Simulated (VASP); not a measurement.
A run of VASP 6.6.1:

Contents of INCAR:

```
PREC = Accurate
ENCUT = 520
EDIFF = 1E-6
ISMEAR = -1
SIGMA = 0.05
LREAL = F
LASPH = T
NELM = 150
ALGO = Normal
ISIF = 2
LWAVE = F
LCHARG = F
ISPIN = 2
MAGMOM = 4 4 0 0 0 0
LORBIT = 11
LMAXMIX = 4
GGA = PS
NBANDS = 38
```

File KPOINTS:

```
regular mesh
0
Gamma
  9 7 5
```

The input POSCAR:

```
MnO2
1.0
    2.8021972110      0.0000000000      0.0000000000
    0.0000000000      3.7451420278      0.0000000000
    0.0000000000      0.0000000000      6.2342326732
Mn O
2 4
Direct
    0.5000000000      0.5000000000      0.3473424752
    0.0000000000      0.0000000000      0.6526575248
    0.5000000000      0.0000000000      0.8283191795
    0.0000000000      0.5000000000      0.1716808205
    0.5000000000      0.0000000000      0.4208283886
    0.0000000000      0.5000000000      0.5791716114
```

Potentials or basis: VASP PAW PBE potentials, release 64 (Mn_pv, O).

Launch:

```bash
$ cat potpaw_PBE.64/Mn_pv/POTCAR potpaw_PBE.64/O/POTCAR > POTCAR
$ mpirun -np 1 vasp_std > vasp.out
```

Hardware: 1 thread of AMD EPYC 7R13, with other jobs on the host.

Estimate the wall time of this run.

Wall time 13 min on 1 thread of AMD EPYC 7R13, on a shared host, peak memory 0.31 GiB. Counts: scf iterations 17, k points 60.
